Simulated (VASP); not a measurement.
A run of VASP 6.6.1 is set up as follows.

File POSCAR:

```
AlN
1.0
    0.0000000000      2.0187730543      2.0187730543
    2.0187730543      0.0000000000      2.0187730543
    2.0187730543      2.0187730543      0.0000000000
Al N
1 1
Direct
    0.5000000000      0.5000000000      0.5000000000
    0.0000000000      0.0000000000      0.0000000000
```

File INCAR.step1:

```
PREC = Accurate
ENCUT = 520
ISMEAR = 0
SIGMA = 0.05
LREAL = F
LASPH = T
NELM = 60
NBANDS = 11
GGA = PE
ALGO = Normal
EDIFF = 1E-4
LWAVE = T
LCHARG = F
```

Contents of INCAR.step2:

```
PREC = Accurate
ENCUT = 520
EDIFF = 1E-6
ISMEAR = 0
SIGMA = 0.05
LREAL = F
LASPH = T
NELM = 60
ALGO = Normal
ISIF = 2
LWAVE = F
LCHARG = F
METAGGA = R2SCAN
LMIXTAU = T
NBANDS = 11
ISTART = 1
```

KPOINTS

```
regular mesh
0
Gamma
  8 8 8
```

Potentials or basis: VASP PAW PBE potentials, release 64 (Al, N).

Run with:

```console
$ cat potpaw_PBE.64/Al/POTCAR potpaw_PBE.64/N/POTCAR > POTCAR
$ cp INCAR.step1 INCAR
$ mpirun -np 1 vasp_std > vasp.out
$ cp INCAR.step2 INCAR
$ mpirun -np 1 vasp_std > vasp.out
```

(1) Estimate the band gap on the k mesh.

(2) What does it give for the pressure?

## Answers

(1) 5.53 eV, indirect (least direct gap 6.58 eV).

(2) -0.8 GPa.

Caveat: the PAW data sets were made with another functional, which shifts forces and pressure a little.
